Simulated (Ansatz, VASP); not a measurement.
Two plane-wave programs on HfO2

The input POSCAR:

```
HfO2
1.0
    0.0000000000      2.5575000000      2.5575000000
    2.5575000000      0.0000000000      2.5575000000
    2.5575000000      2.5575000000      0.0000000000
Hf O
1 2
Direct
   -0.0048875855      0.0048875855      0.0048875855
    0.2500000000      0.2500000000      0.2500000000
    0.7500000000      0.7500000000      0.7500000000
```

Contents of INCAR.step1:

```
PREC     = Accurate       # precision mode
ENCUT    = 520            # plane-wave cutoff, eV
ISMEAR   = 0              # smearing method
SIGMA    = 0.05           # smearing width, eV
LREAL    = F              # projectors in reciprocal space
LASPH    = T              # aspherical terms in the spheres
NELM     = 60             # most SCF steps
NBANDS   = 18             # bands
GGA      = PE             # functional
ALGO     = Normal         # electronic algorithm
EDIFF    = 1E-4           # SCF threshold, eV
LWAVE    = T              # write WAVECAR
LCHARG   = F              # write CHGCAR
```

File INCAR.step2:

```
PREC     = Accurate       # precision mode
ENCUT    = 520            # plane-wave cutoff, eV
EDIFF    = 1E-7           # SCF threshold, eV
ISMEAR   = 0              # smearing method
SIGMA    = 0.05           # smearing width, eV
LREAL    = F              # projectors in reciprocal space
LASPH    = T              # aspherical terms in the spheres
NELM     = 60             # most SCF steps
ALGO     = Normal         # electronic algorithm
ISIF     = 2              # what is computed and relaxed
LWAVE    = F              # write WAVECAR
LCHARG   = F              # write CHGCAR
METAGGA  = R2SCAN         # meta-GGA
LMIXTAU  = T            
NBANDS   = 18             # bands
ISTART   = 1
```

File KPOINTS:

```
regular mesh
0
Gamma
  8 8 8
```

Input for Ansatz:

```yaml
crystal:
  lattice:
    - [0.0, 2.5575, 2.5575]
    - [2.5575, 0.0, 2.5575]
    - [2.5575, 2.5575, 0.0]
  atoms:
    - { symbol: Hf, position: [-0.0048875855, 0.0048875855, 0.0048875855] }
    - { symbol: O, position: [0.25, 0.25, 0.25] }
    - { symbol: O, position: [0.75, 0.75, 0.75] }
basis:
  ecutwfc: 500
kpoints:
  mp_grid: { grid: [8, 8, 8] }
hamiltonian:
  xc: r2scan
scf:
  occupations: { method: gaussian, width: 0.05 }
output:
  forces: true
  stress: true
  eigenvalues: true
```

Change from the starting cell: all Hf atoms moved +0.025 Å, as atom 1 along Cartesian [1 0 0].

Alike in both runs: task single point; functional r2SCAN; k mesh 8 × 8 × 8; occupations gaussian, width 0.05 eV; no spin polarisation.

|  | VASP | Ansatz |
| --- | --- | --- |
| version | VASP 6.6.1 | Ansatz 0.2.0 |
| potentials or method | VASP PAW PBE potentials, release 64 (Hf_pv, O), cutoff 520 eV | scalar-relativistic, plane waves, PAW |
| valence electrons in the cell | 22 | 38 |

```tsv
	VASP	Ansatz	Ansatz less VASP
gap on the k mesh at the Fermi level (eV)	4.21	4.21	-0.002
least direct gap on the mesh (eV)	4.21	4.21	-0.002
pressure (GPa)	-12.0	-8.4	+3.65
rms of the force components (eV/Å)	0.037	0.042	+0.0052
```

VASP's potentials were made for PBE, not for r2SCAN. Atom by atom the forces differ by 0.005 eV/Å (rms over components). With one functional, cell and mesh, what is left measures potentials, basis and numerics. VASP's potentials hold 22 valence electrons a cell and Ansatz's 38, so a difference there can come from the potentials and not from the codes.

Neither program's run includes spin-orbit coupling.
